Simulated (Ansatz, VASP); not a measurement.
## Two plane-wave programs on Rb

INCAR

```
  PREC = Accurate
  ENCUT = 520
  EDIFF = 1E-7
  ISMEAR = 0
  SIGMA = 0.15
  LREAL = F
  LASPH = T
  NELM = 60
  ALGO = Normal
  ISIF = 2
  LWAVE = F
  LCHARG = F
  NBANDS = 10
```

File KPOINTS:

```
Automatic mesh
0
Gamma
  12 12 12
```

Contents of POSCAR:

```
Rb
1.0
   -2.8060000000      2.8060000000      2.8060000000
    2.8060000000     -2.8060000000      2.8060000000
    2.8060000000      2.8060000000     -2.8060000000
Rb
1
Direct
    0.0000000000      0.0000000000      0.0000000000
```

Input for Ansatz:

```yaml
crystal:
  lattice:
    - [-2.806, 2.806, 2.806]
    - [2.806, -2.806, 2.806]
    - [2.806, 2.806, -2.806]
  atoms:
    - { symbol: Rb, position: [0.0, 0.0, 0.0] }
basis:
  ecutwfc: 420
kpoints:
  mp_grid: { grid: [12, 12, 12] }
hamiltonian:
  xc: lda
scf:
  occupations: { method: gaussian, width: 0.15 }
output:
  forces: true
  stress: true
  eigenvalues: true
```

Alike in both runs: task single point; functional LDA; k mesh 12 × 12 × 12; occupations gaussian, width 0.15 eV; no spin polarisation.

```csv
,VASP,Ansatz
version,VASP 6.6.1,Ansatz 0.2.0
potentials or method,"VASP PAW LDA potentials, release 64 (Rb_sv), cutoff 520 eV","scalar-relativistic, plane waves, PAW"
valence electrons in the cell,9,9
```

```tsv
	VASP	Ansatz	Ansatz less VASP
gap on the k mesh at the Fermi level (eV)	none	none	-
pressure (GPa)	-0.4	-0.4	0.00
```

LDA's correlation is that of Perdew and Zunger in VASP and of Perdew and Wang (1992) in Ansatz. A gap of «none» marks a metal or a gap that the smearing closes.
